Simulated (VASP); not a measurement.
A run of VASP 6.6.1 is set up as follows.

The input INCAR:

```
SYSTEM = ZnSe
PREC     = Accurate       ! precision mode
ENCUT    = 600            ! plane-wave cutoff, eV
EDIFF    = 1E-7           ! SCF threshold, eV
ISMEAR   = -1             ! smearing method
SIGMA    = 0.1            ! smearing width, eV
LREAL    = .FALSE.        ! projectors in reciprocal space
LASPH    = .TRUE.         ! aspherical terms in the spheres
NELM     = 80             ! most SCF steps
ALGO     = Normal         ! electronic algorithm
ISIF     = 3              ! what is computed and relaxed
LWAVE    = .FALSE.        ! write WAVECAR
LCHARG   = .FALSE.        ! write CHGCAR
GGA      = PS             ! functional
IBRION   = 2              ! ionic algorithm
NSW      = 100            ! ionic steps
EDIFFG   = -0.002         ! ionic threshold
```

The input KPOINTS:

```
Automatic mesh
0
G
  14 14 14
  0 0 0
```

Contents of POSCAR:

```
ZnSe
1.0
    0.0000000000      2.8338000000      2.8338000000
    2.8338000000      0.0000000000      2.8338000000
    2.8338000000      2.8338000000      0.0000000000
Zn Se
1 1
Direct
    0.0000000000      0.0000000000      0.0000000000
    0.7500000000      0.7500000000      0.7500000000
```

Potentials or basis: VASP PAW PBE potentials, release 64 (Zn, Se).

Run with:

```sh
$ cat potpaw_PBE.64/Zn/POTCAR potpaw_PBE.64/Se/POTCAR > POTCAR
$ mpirun -np 1 vasp_std > vasp.out
```

(1) Estimate the relaxed cell.

(2) Estimate the relaxed volume.

(3) Predict the band gap on the k mesh.

(4) Predict the space group after relaxing (to 0.1 Å).

Results:

(1) a = 3.988 Å, b = 3.988 Å, c = 3.988 Å, α = 60.00°, β = 60.00°, γ = 60.00°.

(2) 22.43 Å³/atom.

(3) 1.23 eV.

(4) F-43m (No. 216).

Caveat: the PAW data sets were made with another functional, which shifts forces and pressure a little.
